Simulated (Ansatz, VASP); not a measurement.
## Two plane-wave programs on P

The input INCAR:

```
SYSTEM = P
ALGO = Normal
EDIFF = 1E-6
ENCUT = 520
GGA = RP
ISIF = 2
ISMEAR = -1
LASPH = .TRUE.
LCHARG = .TRUE.
LELF = .TRUE.
LREAL = .FALSE.
LVHAR = .TRUE.
LWAVE = .FALSE.
NBANDS = 12
NELM = 80
PREC = Accurate
SIGMA = 0.1
```

The input KPOINTS:

```
k-points
0
G
  11 11 11
  0 0 0
```

POSCAR

```
P
1.0
    0.0000000000      2.6946344485      2.6946344485
    2.6946344485      0.0000000000      2.6946344485
    2.6946344485      2.6946344485      0.0000000000
P
2
Direct
    0.1250000000      0.1250000000      0.1250000000
    0.8750000000      0.8750000000      0.8750000000
```

Input for Ansatz:

```yaml
crystal:
  lattice:
    - [0.0, 2.6946344485, 2.6946344485]
    - [2.6946344485, 0.0, 2.6946344485]
    - [2.6946344485, 2.6946344485, 0.0]
  atoms:
    - { symbol: P, position: [0.125, 0.125, 0.125] }
    - { symbol: P, position: [0.875, 0.875, 0.875] }
hamiltonian:
  xc: rpbe
  pseudopotentials:
    kind: paw
    azcp:
      P: "pseudopotentials/P.paw.azcp"
basis:
  ecutwfc: 420
  fft_grid_basis: typed
kpoints:
  mp_grid: { grid: [11, 11, 11], shift: [0, 0, 0] }
magnetization:
  spin_polarized: false
scf:
  occupations: { method: fermi_dirac, width: 0.1 }
  lower_state_search: "off"
output:
  stress: true
```

Alike in both runs: task single point; functional RPBE; k mesh 11 × 11 × 11; occupations fermi-dirac, width 0.1 eV; no spin polarisation.

```csv
,VASP,Ansatz
version,VASP 6.6.1,Ansatz 0.2.0
potentials or method,"VASP PAW PBE potentials, release 64 (P), cutoff 520 eV","plane waves (420 eV) with PAW, scalar-relativistic"
valence electrons in the cell,10,10
```

Ansatz gave:

| Quantity | Value |
| --- | --- |
| pressure (GPa) | 3.9 |

Q: Estimate VASP's values.

A: Pressure (GPa): 3.5.

VASP's potentials were made for PBE, not for RPBE.
